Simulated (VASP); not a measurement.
# CeO2 (Fm-3m) in VASP: a series of runs, part 2 of 2

VASP 6.6.1.

**4. Relaxation of cell and atoms, RPBE+D4, collinear spin, ferromagnetic start**

This run uses another cell than the first one, of 13.18 Å³/atom.

Input file INCAR:

```
ALGO = Normal
EDIFF = 1E-7
EDIFFG = -0.01
ENCUT = 600
GGA = RP
GGA_COMPAT = F
IBRION = 2
ISIF = 3
ISMEAR = -1
ISPIN = 2
IVDW = 13
LASPH = T
LCHARG = F
LMAXMIX = 6
LORBIT = 11
LREAL = F
LWAVE = F
MAGMOM = 1 0 0
NELM = 200
NELMIN = 4
NSW = 60
PREC = Accurate
SIGMA = 0.05
```

Input file KPOINTS:

```
k-points
0
Gamma
  9 9 9
```

Input file POSCAR:

```
CeO2
1.0
    0.0000000000      2.7036500000      2.7036500000
    2.7036500000      0.0000000000      2.7036500000
    2.7036500000      2.7036500000      0.0000000000
Ce O
1 2
Direct
    0.0000000000      0.0000000000      0.0000000000
    0.7500000000      0.7500000000      0.7500000000
    0.2500000000      0.2500000000      0.2500000000
```

Potentials or basis: VASP PAW PBE potentials, release 64 (Ce, O).

On the command line:

```sh
$ cat potpaw_PBE.64/Ce/POTCAR potpaw_PBE.64/O/POTCAR > POTCAR
$ mpirun -np 1 vasp_std > vasp.out
```

OUTCAR:

```text
EDIFF = 1E-7
   EDIFFG = -0.01
   ENCUT = 600
   GGA = RP
   IBRION = 2
   ISIF = 3
   ISMEAR = -1
   ISPIN = 2
   IVDW = 13
   LASPH = T
   LORBIT = 11
   LREAL = F
   NELM = 200
   NELMIN = 4
   NSW = 60
   PREC = Accurate

 ion  position               nearest neighbor table
   1  0.000  0.000  0.000-   2 2.34   2 2.34   2 2.34   2 2.34   3 2.34   3 2.34   3 2.34   3 2.34

   2  0.750  0.750  0.750-   1 2.34   1 2.34   1 2.34   1 2.34
   3  0.250  0.250  0.250-   1 2.34   1 2.34   1 2.34   1 2.34

  LATTYP: Found a face centered cubic cell.
 ALAT       =     5.4073000000

  Lattice vectors:

 A1 = (   0.0000000000,   2.7036500000,   2.7036500000)
 A2 = (   2.7036500000,   0.0000000000,   2.7036500000)
 A3 = (   2.7036500000,   2.7036500000,   0.0000000000)

Analysis of symmetry for initial positions (statically):
=====================================================================
 Subroutine PRICEL returns:
 Original cell was already a primitive cell.

 Routine SETGRP: Setting up the symmetry group for a
 face centered cubic supercell.

 Subroutine GETGRP returns: Found 48 space group operations
 (whereof 48 operations were pure point group operations)
 out of a pool of 48 trial point group operations.

The static configuration has the point symmetry O_h .

Analysis of symmetry for dynamics (positions and initial velocities):
=====================================================================
[... 180 lines left out ...]
  DFT-D4 for vdW energy calculation

  Edisp (eV):   -1.46373
[... 77 lines left out ...]
 number of electron      23.9999995 magnetization      -0.0000000

 number of electron      23.9999995 magnetization       0.0000000

 Free energy of the ion-electron system (eV)
  ---------------------------------------------------
  ext. energy  EPLUGINS =         0.00000000
  ---------------------------------------------------
  free energy    TOTEN  =       -24.91939365 eV

  energy without entropy =      -24.91939364  energy(sigma->0) =      -24.91939364

 E-fermi :   6.2470     XC(G=0): -11.0187

 val. band max:        5.2852239942   @ k =  -0.3333   0.2222   0.0000
 cond. band min:       7.2679291755   @ k =  -0.4444   0.1111   0.0000
 fundamental gap:      1.9827051813
 Fermi energy:         6.2470297869

 spin component 1

 k-point     1 :       0.0000    0.0000    0.0000
  band No.  band energies     occupation
      1     -27.1374      1.00000
      2     -11.0584      1.00000
      3     -10.1341      1.00000
      4      -9.3073      1.00000
      5      -9.3073      1.00000
      6      -9.3073      1.00000
[... 459 lines left out ...]
      6      -6.3551      1.00000
[... 9 lines left out ...]
     16       7.5401      0.00000
     17       7.8682      0.00000

 [... further k-points ...]

 spin component 2

 k-point     1 :       0.0000    0.0000    0.0000
  band No.  band energies     occupation
      1     -27.1374      1.00000
      2     -11.0584      1.00000
      3     -10.1341      1.00000
      4      -9.3073      1.00000
      5      -9.3073      1.00000
      6      -9.3073      1.00000
[... 505 lines left out ...]
  FREE ENERGIE OF THE ION-ELECTRON SYSTEM (eV)
  ---------------------------------------------------
  free  energy   TOTEN  =       -26.3560900228 eV

  energy  without entropy=      -26.3560900209  energy(sigma->0) =      -26.35609002

 reached required accuracy - stopping structural energy minimisation

 total charge

# of ion       s       p       d       f       tot
--------------------------------------------------
    1        2.027   5.819   0.873   0.961   9.680
    2        1.578   3.447   0.000   0.000   5.025
    3        1.578   3.447   0.000   0.000   5.025
--------------------------------------------------
tot          5.183  12.713   0.873   0.961  19.730

 magnetization (x)

# of ion       s       p       d       f       tot
--------------------------------------------------
    1       -0.000   0.000  -0.000  -0.000  -0.000
    2       -0.000   0.000   0.000   0.000   0.000
    3       -0.000   0.000   0.000   0.000   0.000
--------------------------------------------------
tot         -0.000   0.000  -0.000  -0.000  -0.000
```

CONTCAR:

```text
CeO2
   1.00000000000000
     0.0000000000000000    2.7183203002246481    2.7183203002246481
     2.7183203002246481    0.0000000000000000    2.7183203002246481
     2.7183203002246481    2.7183203002246481   -0.0000000000000000
  Ce              O
     1     2
Direct
     0.0000000000000000    0.0000000000000000    0.0000000000000000
     0.7500000000000000    0.7500000000000000    0.7500000000000000
     0.2500000000000000    0.2500000000000000    0.2500000000000000

  0.00000000E+00  0.00000000E+00  0.00000000E+00
  0.00000000E+00  0.00000000E+00  0.00000000E+00
  0.00000000E+00  0.00000000E+00  0.00000000E+00
```

Wall time 3.7 min (1 thread of Intel Xeon Platinum 8259CL at 2.50GHz (Skylake/Cascade Lake), shared host); peak memory 0.25 GiB.

What came out:

```yaml
Free_energy: -26.3561 eV
Relaxed_volume: 13.39 Å³/atom
Relaxed_cell: a = 3.844 Å, b = 3.844 Å, c = 3.844 Å, α = 60.00°, β = 60.00°, γ = 60.00°
Space_group_after_relaxing_to_0.1_Å: Fm-3m (No. 225)
Energy_gained_by_relaxing: 1.9 meV/atom
Ionic_steps: 3
Pressure_after_relaxing: 0.0 GPa
Band_gap_on_the_k_mesh: 1.98 eV (least direct gap 2.04 eV)
Net_moment: 0.00 μB per cell
Valence_electrons_inside_the_program's_atomic_spheres: Ce 9.68; O 5.03
Dispersion_energy_per_atom: -0.479 eV
```

Step by step:
```csv
step,energy change (eV),largest force (eV/Å),pressure (GPa),volume (Å³)
1,0.0000,0.0000,2.89,39.53
2,0.0012,0.0000,-2.97,40.90
3,-0.0057,0.0000,0.00,40.17
```

Final structure:
```cif
data_structure
_symmetry_space_group_name_H-M 'P 1'
_symmetry_Int_Tables_number 1
_cell_length_a 3.8443
_cell_length_b 3.8443
_cell_length_c 3.8443
_cell_angle_alpha 60.000
_cell_angle_beta 60.000
_cell_angle_gamma 60.000
_cell_volume 40.17
loop_
_atom_site_label
_atom_site_type_symbol
_atom_site_fract_x
_atom_site_fract_y
_atom_site_fract_z
_atom_site_occupancy
Ce1 Ce 0.00000 0.00000 0.00000 1
O1 O 0.75000 0.75000 0.75000 1
O2 O 0.25000 0.25000 0.25000 1
```

Levels at points of the mesh, in eV from the valence-band top:
Spin up:
```
           k point  band 10  band 11  band 12  band 13  band 14  band 15
(0.00, 0.00, 0.00)    -0.54    -0.54    -0.54     2.28     2.28     2.28
```
Spin down:
```csv
k point,band 8,band 9,band 10,band 11,band 12,band 13,band 14,band 15,band 16,band 17
"(0.00, 0.00, 0.00)",-3.73,-3.73,-0.54,-0.54,-0.54,2.28,2.28,2.28,2.51,2.92
```

Caveat: the magnetic or orbital state may not be the lowest; the moments typed at the start vanished in this run; the PAW data sets were made with another functional, which shifts forces and pressure a little; spin-orbit coupling is left out, which moves the levels of the heavy elements; an odd mesh through Γ misses points on the zone boundary, where band edges can lie. The state reached can hang on the start; a lower one may exist.

**5. Single point, r2SCAN, collinear spin, ferromagnetic start**

This run uses another cell than the first one, of 13.97 Å³/atom.

Input file POSCAR:

```
CeO2
1.0
    0.0000000000      2.7566762073      2.7566762073
    2.7566762073      0.0000000000      2.7566762073
    2.7566762073      2.7566762073      0.0000000000
Ce O
1 2
Direct
    0.0000000000      0.0000000000      0.0000000000
    0.7500000000      0.7500000000      0.7500000000
    0.2500000000      0.2500000000      0.2500000000
```

Input file INCAR.step1:

```
SYSTEM = CeO2
PREC = Accurate
ENCUT = 520
ISMEAR = -1
SIGMA = 0.05
LREAL = .FALSE.
LASPH = .TRUE.
NELM = 150
ISPIN = 2
MAGMOM = 1 0 0
LMAXMIX = 6
NBANDS = 23
GGA = PE
ALGO = Normal
EDIFF = 1E-4
LWAVE = .TRUE.
LCHARG = .FALSE.
```

Input file INCAR.step2:

```
SYSTEM = CeO2
PREC = Accurate
ENCUT = 520
EDIFF = 1E-7
ISMEAR = -1
SIGMA = 0.05
LREAL = .FALSE.
LASPH = .TRUE.
NELM = 150
ALGO = Normal
ISIF = 2
LWAVE = .FALSE.
LCHARG = .FALSE.
ISPIN = 2
MAGMOM = 1 0 0
LORBIT = 11
LMAXMIX = 6
METAGGA = R2SCAN
LMIXTAU = .TRUE.
NBANDS = 23
ISTART = 1
```

Input file KPOINTS:

```
regular mesh
0
G
  9 9 9
  0 0 0
```

On the command line:

```sh
$ cat potpaw_PBE.64/Ce/POTCAR potpaw_PBE.64/O/POTCAR > POTCAR
$ cp INCAR.step1 INCAR
$ mpirun -np 1 vasp_std > vasp.out
$ cp INCAR.step2 INCAR
$ mpirun -np 1 vasp_std > vasp.out
```

It took 5.9 min on 1 thread of AMD EPYC 7R13 (Zen 3), shared host; peak memory 0.21 GiB.

Results (log left out):

* Free energy: -53.9941 eV
* Pressure: -7.5 GPa
* Band gap on the k mesh: 2.08 eV (least direct gap 2.15 eV)
* Net moment: 0.00 μB per cell
* Valence electrons inside the program's atomic spheres: Ce 9.57; O 5.03

Levels at points of the mesh, in eV from the valence-band top:
Spin up:
```tsv
k point	band 9	band 10	band 11	band 12	band 13	band 14	band 15	band 16
(0.00, 0.00, 0.00)	-3.59	-0.49	-0.49	-0.49	2.45	2.45	2.45	2.56
```
Spin down:
```
           k point  band 9  band 10  band 11  band 12  band 13  band 14  band 15  band 16
(0.00, 0.00, 0.00)   -3.59    -0.49    -0.49    -0.49     2.45     2.45     2.45     2.56
```

Caveat: the magnetic or orbital state may not be the lowest; the cell stands under tension; the moments typed at the start vanished in this run; the PAW data sets were made with another functional, which shifts forces and pressure a little; spin-orbit coupling is left out, which moves the levels of the heavy elements; an odd mesh through Γ misses points on the zone boundary, where band edges can lie.

**6. Single point, PBE exchange alone, collinear spin, ferromagnetic start**

This run uses another cell than the first one, of 13.18 Å³/atom.

Input file INCAR:

```
PREC = Accurate ; ENCUT = 520
EDIFF = 1E-7 ; ISMEAR = -1
SIGMA = 0.05 ; LREAL = F
LASPH = T ; NELM = 150
ALGO = Normal ; ISIF = 2
LWAVE = F ; LCHARG = F
ISPIN = 2 ; MAGMOM = 1 0 0
LORBIT = 11 ; LMAXMIX = 6
GGA = PE ; ALDAC = 0.0
AGGAC = 0.0 ; NBANDS = 23
```

Input file KPOINTS:

```
Automatic mesh
0
Gamma
  9 9 9
```

Input file POSCAR:

```
CeO2
1.0
    0.0000000000      2.7036500000      2.7036500000
    2.7036500000      0.0000000000      2.7036500000
    2.7036500000      2.7036500000      0.0000000000
Ce O
1 2
Direct
    0.0000000000      0.0000000000      0.0000000000
    0.7500000000      0.7500000000      0.7500000000
    0.2500000000      0.2500000000      0.2500000000
```

Potentials or basis: VASP PAW PBE potentials, release 64 (Ce, O).

On the command line:

```sh
$ cat potpaw_PBE.64/Ce/POTCAR potpaw_PBE.64/O/POTCAR > POTCAR
$ mpirun -np 1 vasp_std > vasp.out
```

OUTCAR:

```text
PREC = Accurate
   ENCUT = 520
   EDIFF = 1E-7
   ISMEAR = -1
   LREAL = F
   LASPH = T
   NELM = 150
   ISIF = 2
   ISPIN = 2
   LORBIT = 11
   GGA = PE

 ion  position               nearest neighbor table
   1  0.000  0.000  0.000-   2 2.34   2 2.34   2 2.34   2 2.34   3 2.34   3 2.34   3 2.34   3 2.34

   2  0.750  0.750  0.750-   1 2.34   1 2.34   1 2.34   1 2.34
   3  0.250  0.250  0.250-   1 2.34   1 2.34   1 2.34   1 2.34

  LATTYP: Found a face centered cubic cell.
 ALAT       =     5.4073000000

  Lattice vectors:

 A1 = (   0.0000000000,   2.7036500000,   2.7036500000)
 A2 = (   2.7036500000,   0.0000000000,   2.7036500000)
 A3 = (   2.7036500000,   2.7036500000,   0.0000000000)

Analysis of symmetry for initial positions (statically):
=====================================================================
 Subroutine PRICEL returns:
 Original cell was already a primitive cell.

 Routine SETGRP: Setting up the symmetry group for a
 face centered cubic supercell.

 Subroutine GETGRP returns: Found 48 space group operations
 (whereof 48 operations were pure point group operations)
 out of a pool of 48 trial point group operations.

The static configuration has the point symmetry O_h .

Analysis of symmetry for dynamics (positions and initial velocities):
=====================================================================
 Subroutine PRICEL returns:
 Original cell was already a primitive cell.

 Routine SETGRP: Setting up the symmetry group for a
 face centered cubic supercell.

 Subroutine GETGRP returns: Found 48 space group operations
 (whereof 48 operations were pure point group operations)
 out of a pool of 48 trial point group operations.

The dynamic configuration has the point symmetry O_h .

Analysis of structural, dynamic, and magnetic symmetry:
=====================================================================
 Subroutine PRICEL returns:
 Original cell was already a primitive cell.

 Routine SETGRP: Setting up the symmetry group for a
 face centered cubic supercell.
[... 157 lines left out ...]

 val. band max:        6.9180658338   @ k =  -0.3333   0.2222   0.0000
 cond. band min:       8.9823807826   @ k =  -0.4444   0.1111   0.0000
 fundamental gap:      2.0643149488
 Fermi energy:         7.9254409886

 spin component 1

 k-point     1 :       0.0000    0.0000    0.0000
  band No.  band energies     occupation
      1     -25.5140      1.00000
      2      -9.3251      1.00000
      3      -8.3823      1.00000
      4      -7.6302      1.00000
      5      -7.6302      1.00000
      6      -7.6302      1.00000
[... 613 lines left out ...]
     22      15.6194      0.00000
     23      17.6894      0.00000

 [... further k-points ...]

 spin component 2

 k-point     1 :       0.0000    0.0000    0.0000
  band No.  band energies     occupation
      1     -25.5140      1.00000
      2      -9.3251      1.00000
      3      -8.3823      1.00000
      4      -7.6302      1.00000
      5      -7.6302      1.00000
      6      -7.6302      1.00000
[... 613 lines left out ...]
     22      15.6194      0.00000
     23      17.6894      0.00000

 [... further k-points ...]

------------------------ aborting loop because EDIFF is reached ----------------------------------------

  FORCE on cell =-STRESS in cart. coord.  units (eV):
  Direction    XX          YY          ZZ          XY          YZ          ZX
  --------------------------------------------------------------------------------------
  -------------------------------------------------------------------------------------
  Total        6.2951106      6.2951106      6.2951106      0.0000000     -0.0000000     -0.0000000
  in kB      255.1717203    255.1717203    255.1717203      0.0000000     -0.0000000     -0.0000000
  external PRESSURE =     255.1717203 kB  Pullay stress =       0.0000000 kB

 VOLUME and BASIS-vectors are now :
 -----------------------------------------------------------------------------
  energy-cutoff  :      520.00
  volume of cell :       39.53
      direct lattice vectors                 reciprocal lattice vectors
     0.000000000  2.703650000  2.703650000    -0.184935180  0.184935180  0.184935180
     2.703650000  0.000000000  2.703650000     0.184935180 -0.184935180  0.184935180
     2.703650000  2.703650000  0.000000000     0.184935180  0.184935180 -0.184935180

 POSITION                                       TOTAL-FORCE (eV/Angst)
 -----------------------------------------------------------------------------------
      0.00000      0.00000      0.00000         0.000000     -0.000000     -0.000000
      4.05548      4.05548      4.05548        -0.000000     -0.000000     -0.000000
      1.35183      1.35183      1.35183        -0.000000      0.000000      0.000000
 -----------------------------------------------------------------------------------
    total drift:                                0.000000      0.000000      0.000000

  FREE ENERGIE OF THE ION-ELECTRON SYSTEM (eV)
  ---------------------------------------------------
  free  energy   TOTEN  =       -22.0477674358 eV

  energy  without entropy=      -22.0477674350  energy(sigma->0) =      -22.04776744

 total charge

# of ion       s       p       d       f       tot
--------------------------------------------------
    1        2.033   5.821   0.886   0.949   9.688
    2        1.574   3.465   0.000   0.000   5.039
    3        1.574   3.465   0.000   0.000   5.039
--------------------------------------------------
tot          5.180  12.752   0.886   0.949  19.766

 magnetization (x)

# of ion       s       p       d       f       tot
--------------------------------------------------
    1        0.000  -0.000   0.000   0.000   0.000
    2       -0.000  -0.000   0.000   0.000  -0.000
    3       -0.000  -0.000   0.000   0.000  -0.000
--------------------------------------------------
tot          0.000  -0.000   0.000   0.000   0.000
```

OSZICAR:

```text
N       E                     dE             d eps       ncg     rms          rms(c)
DAV:   1     0.226641696075E+03    0.22664E+03   -0.10885E+04  3388   0.135E+03
DAV:   2    -0.792112027688E+00   -0.22743E+03   -0.17588E+03  3611   0.268E+02
[... 13 lines left out ...]
DAV:  16    -0.220477711445E+02    0.26092E-03   -0.65362E-04  4161   0.341E-01    0.354E-02
DAV:  17    -0.220477689323E+02    0.22123E-05   -0.55349E-05  5151   0.735E-02    0.306E-02
DAV:  18    -0.220477679385E+02    0.99375E-06   -0.80021E-06  4847   0.233E-02    0.120E-02
DAV:  19    -0.220477681465E+02   -0.20794E-06   -0.10383E-06  4543   0.782E-03    0.117E-02
DAV:  20    -0.220477674203E+02    0.72617E-06   -0.97017E-07  4286   0.128E-02    0.685E-04
DAV:  21    -0.220477674358E+02   -0.15506E-07   -0.76982E-08  2630   0.174E-03
   1 F= -.22047767E+02 E0= -.22047767E+02  d E =-.763868E-09  mag=     0.0000
```

stdout:

```text
POSCAR found type information on POSCAR CeO
 POSCAR found :  2 types and       3 ions
 scaLAPACK will be used
 LDA part: xc-table for (Slater+PW92), standard interpolation
 POSCAR, INCAR and KPOINTS ok, starting setup
 FFT: planning ... GRIDC
 FFT: planning ... GRID_SOFT
 FFT: planning ... GRID
 WAVECAR not read
 entering main loop
```

Run time: 2.6 min. Hardware: 1 thread of Oxide Virtual Turin-like, shared host; peak memory 0.18 GiB.

Results:

- Free energy: -22.0478 eV
- Pressure: 25.5 GPa
- Band gap on the k mesh: 2.06 eV (least direct gap 2.13 eV)
- Net moment: 0.00 μB per cell
- Valence electrons inside the program's atomic spheres: Ce 9.69; O 5.04

Levels at points of the mesh, in eV from the valence-band top:
Spin up:
```tsv
k point	band 10	band 11	band 12	band 13	band 14	band 15
(0.00, 0.00, 0.00)	-0.58	-0.58	-0.58	2.40	2.40	2.40
```
Spin down:
| k point | band 8 | band 9 | band 10 | band 11 | band 12 | band 13 | band 14 | band 15 | band 16 | band 17 |
| --- | --- | --- | --- | --- | --- | --- | --- | --- | --- | --- |
| (0.00, 0.00, 0.00) | -3.78 | -3.78 | -0.58 | -0.58 | -0.58 | 2.39 | 2.39 | 2.39 | 2.62 | 3.03 |

Caveat: the magnetic or orbital state may not be the lowest; the cell stands under pressure; the moments typed at the start vanished in this run; spin-orbit coupling is left out, which moves the levels of the heavy elements; an odd mesh through Γ misses points on the zone boundary, where band edges can lie.

**7. The runs side by side**

```csv
task,level,potentials or basis,cell,cutoff (eV),gap on the mesh (eV),pressure (GPa),moment (μB)
single point,LDA,"VASP PAW LDA potentials, release 64 (Ce, O)","a = 3.874 Å, angles 60.0°, 3 atoms",520,1.83,-11.4,0.00
single point,LDA,"VASP PAW LDA potentials, release 64 (Ce, O)","a = 3.899 Å, angles 60.0°, 3 atoms",520,1.78,-14.2,0.00
relaxation of cell and atoms,RPBE+D4,"VASP PAW PBE potentials, release 64 (Ce, O)","relaxed from a = 3.824 Å, angles 60.0°, 3 atoms",600,1.98,0.0,0.00
single point,r2SCAN,"VASP PAW PBE potentials, release 64 (Ce, O)","a = 3.899 Å, angles 60.0°, 3 atoms",520,2.08,-7.5,0.00
single point,PBE exchange alone,"VASP PAW PBE potentials, release 64 (Ce, O)","a = 3.824 Å, angles 60.0°, 3 atoms",520,2.06,25.5,0.00
```

Alike in all rows: spin collinear, ferromagnetic start; k mesh 9 × 9 × 9; smearing fermi-dirac 0.05 eV.

Caveats: the magnetic or orbital state may not be the lowest; the moments typed at the start vanished in this run; spin-orbit coupling is left out, which moves the levels of the heavy elements; an odd mesh through Γ misses points on the zone boundary, where band edges can lie; the cell stands under tension (at least some runs); the PAW data sets were made with another functional, which shifts forces and pressure a little (at least some runs); the cell stands under pressure (at least some runs).

Total energies depend on the potentials used, so only differences within one code and one set of settings carry meaning.

**8. How close it comes**

Step 4. The cell as given is a measured one (13.18 Å³/atom); RPBE+D4 puts the equilibrium volume +1.6 % from it, thermal expansion not counted.
